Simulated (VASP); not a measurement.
Write the native input for VASP 6.6.1 that does the following.

```
Task                   : single point
Functional             : PBE
Potentials or basis    : VASP PAW PBE potentials, release 64 (Sb)
Cutoff                 : 520 eV
k mesh                 : 13 × 13 × 13
Occupations            : fermi-dirac, width 0.1 eV
Spin                   : no spin polarisation
Dipole correction      : no
Further INCAR settings : ALGO = Normal; EDIFF = 1e-07; NBANDS = 8
```

The structure of Sb lies in POSCAR:

```
Sb
1.0
    2.9919682438      0.0000000000      0.0000000000
    0.0000000000      2.9919682438      0.0000000000
    0.0000000000      0.0000000000      2.9919682438
Sb
1
Direct
    0.0000000000      0.0000000000      0.0000000000
```

These files were run (other wordings do the same):

INCAR

```
SYSTEM = Sb
PREC = Accurate
ENCUT = 520
EDIFF = 1E-7
ISMEAR = -1
SIGMA = 0.1
LREAL = .FALSE.
LASPH = .TRUE.
NELM = 60
ALGO = Normal
ISIF = 2
LWAVE = .FALSE.
LCHARG = .FALSE.
GGA = PE
NBANDS = 8
```

KPOINTS

```
regular mesh
0
G
  13 13 13
  0 0 0
```

Potentials or basis: VASP PAW PBE potentials, release 64 (Sb).

Command:

```sh
$ cat potpaw_PBE.64/Sb/POTCAR > POTCAR
$ mpirun -np 1 vasp_std > vasp.out
```

Results of the run:

```
Pressure : 8.5 GPa
```

It used 6.8 s of CPU time on 1 thread of Intel Xeon 6975P-C, with other jobs on the host.
